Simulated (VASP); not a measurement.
A run of VASP 6.6.1 is set up as follows.

The input POSCAR:

```
Ti2Si3
1.0
    3.5284141147      0.0000000000      0.0000000000
    0.0000000000      3.5645615989      0.0000000000
    0.0000000000      0.0000000000     24.5433438900
Ti Si
4 6
Direct
    0.5000000000      0.2500000000      0.3124791767
    0.5000000000      0.7500000000      0.4186251233
    0.0000000000      0.2500000000      0.5813758145
    0.0000000000      0.7500000000      0.6875195474
    0.0000000000      0.7500000000      0.3182623896
    0.0000000000      0.2500000000      0.3900818138
    0.5000000000      0.2500000000      0.4993185883
    0.0000000000      0.7500000000      0.5006828352
    0.5000000000      0.7500000000      0.6099175833
    0.5000000000      0.2500000000      0.6817371280
```

Contents of INCAR.step1:

```
PREC = Accurate
ENCUT = 520
ISMEAR = 0
SIGMA = 0.1
LREAL = F
LASPH = T
NELM = 80
LDIPOL = T
IDIPOL = 3
DIPOL = 0.5 0.5 0.500
NBANDS = 47
GGA = PE
ALGO = Normal
EDIFF = 1E-4
LWAVE = T
LCHARG = F
```

The input INCAR.step2:

```
PREC = Accurate
ENCUT = 520
EDIFF = 1E-6
ISMEAR = 0
SIGMA = 0.1
LREAL = F
LASPH = T
NELM = 80
ALGO = Normal
ISIF = 2
LWAVE = F
LCHARG = F
LDIPOL = T
IDIPOL = 3
DIPOL = 0.5 0.5 0.500
METAGGA = R2SCAN
LMIXTAU = T
NBANDS = 47
ISTART = 1
```

Contents of KPOINTS:

```
Automatic mesh
0
Gamma
  10 10 1
```

Potentials or basis: VASP PAW PBE potentials, release 64 (Ti_sv, Si).

Launch:

```console
$ cat potpaw_PBE.64/Ti_sv/POTCAR potpaw_PBE.64/Si/POTCAR > POTCAR
$ cp INCAR.step1 INCAR
$ mpirun -np 1 vasp_std > vasp.out
$ cp INCAR.step2 INCAR
$ mpirun -np 1 vasp_std > vasp.out
```

What does it give for the band gap on the k mesh?

Zero (bands 36 and 37 overlap by 0.96 eV).

Estimate the largest force.

0.026 eV/Å.

Forces on the atoms (eV/Å):
```
Ti   0.000  0.000 -0.026
Ti   0.000  0.000  0.005
Ti   0.000  0.000 -0.005
Ti   0.000  0.000  0.026
Si   0.000  0.000 -0.009
Si   0.000  0.000  0.003
Si   0.000  0.000 -0.003
Si   0.000  0.000  0.003
Si   0.000  0.000 -0.003
Si   0.000  0.000  0.009
```

Caveat: the PAW data sets were made with another functional, which shifts forces and pressure a little.
